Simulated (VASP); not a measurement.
Here is a VASP 6.6.1 calculation.

Contents of POSCAR:

```
MnIr
1.0
    3.8900640000      0.0000000000      0.0000000000
    0.0000000000      3.8900640000      0.0000000000
    0.0000000000      0.0000000000      3.6761360000
Mn Ir
2 2
Direct
    0.0000000000      0.5000000000      0.5000000000
    0.5000000000      0.0000000000      0.5000000000
    0.0000000000      0.0000000000      0.0000000000
    0.5000000000      0.5000000000      0.0000000000
```

The input INCAR.step1:

```
PREC = Accurate ; ENCUT = 520
ISMEAR = -1 ; SIGMA = 0.0105
LREAL = F ; LASPH = T
NELM = 150 ; ISPIN = 2
MAGMOM = -4.5 4.5 0 0 ; LMAXMIX = 4
LDAU = T ; LDAUTYPE = 1
LDAUL = 2 -1 ; LDAUU = 7.79 0
LDAUJ = 0.51 0 ; NBANDS = 34
GGA = PE ; ALGO = Normal
EDIFF = 1E-4 ; LWAVE = T
LCHARG = F
```

The input INCAR.step2:

```
PREC = Accurate ; ENCUT = 520
EDIFF = 1E-6 ; ISMEAR = -1
SIGMA = 0.0105 ; LREAL = F
LASPH = T ; NELM = 150
ALGO = Normal ; ISIF = 2
LWAVE = F ; LCHARG = T
ISPIN = 2 ; MAGMOM = -4.5 4.5 0 0
LORBIT = 11 ; LMAXMIX = 4
LDAU = T ; LDAUTYPE = 1
LDAUL = 2 -1 ; LDAUU = 7.79 0
LDAUJ = 0.51 0 ; LDAUPRINT = 1
METAGGA = R2SCAN ; LMIXTAU = T
LELF = T ; LVHAR = T
NBANDS = 34 ; ISTART = 1
```

Contents of KPOINTS:

```
regular mesh
0
Gamma
  5 5 5
```

Potentials or basis: VASP PAW PBE potentials, release 64 (Mn_pv, Ir).

Launch:

```console
$ cat potpaw_PBE.64/Mn_pv/POTCAR potpaw_PBE.64/Ir/POTCAR > POTCAR
$ cp INCAR.step1 INCAR
$ mpirun -np 1 vasp_std > vasp.out
$ cp INCAR.step2 INCAR
$ mpirun -np 1 vasp_std > vasp.out
```

(1) Predict the pressure.

(2) Estimate the site moments.

(3) Estimate the net moment.

Answers

(1) 24.5 GPa.

(2) Mn -4.54, +4.54; Ir +0.00 μB.

(3) 0.00 μB per cell.

Caveat: the cell stands under pressure; the PAW data sets were made with another functional, which shifts forces and pressure a little; the U is typed as a test and isn't derived for this compound.
